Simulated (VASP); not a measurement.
Al, 1 atom in the cell. Symmetry: Pm-3m, No. 221, cubic system. The conventional cell has a = 2.685 Å, b = 2.685 Å, c = 2.685 Å, α = 90.00°, β = 90.00°, γ = 90.00°. Within 3.5 Å of Al (site symmetry m-3m) lie 6 Al at 2.69 Å.  This cell differs from its parent crystal: volume scaled by 0.96.

| Quantity | Value |
| --- | --- |
| Program | VASP 6.6.1 |
| Task | single point |
| Functional | PBE |
| Potentials or basis | VASP PAW PBE potentials, release 64 (Al) |
| Cutoff | 520 eV |
| k mesh | 13 × 13 × 13 |
| Occupations | fermi-dirac, width 0.1 eV |
| Spin | no spin polarisation |
| Dipole correction | no |
| Further INCAR settings | ALGO = Normal; EDIFF = 1e-06; NBANDS = 8 |

Potentials or basis: VASP PAW PBE potentials, release 64 (Al).

Command:

```sh
$ cat potpaw_PBE.64/Al/POTCAR > POTCAR
$ mpirun -np 1 vasp_std > vasp.out
```

Hardware: 1 thread of Intel(R) Xeon(R) 6975P-C (Granite Rapids), on a shared host.

Question: How long does it take, and how much memory?

Answer: Run time: 3.5 s on 1 thread of Intel(R) Xeon(R) 6975P-C (Granite Rapids) (shared host), peak memory 0.12 GiB. Counts: scf iterations 9, k points 84.
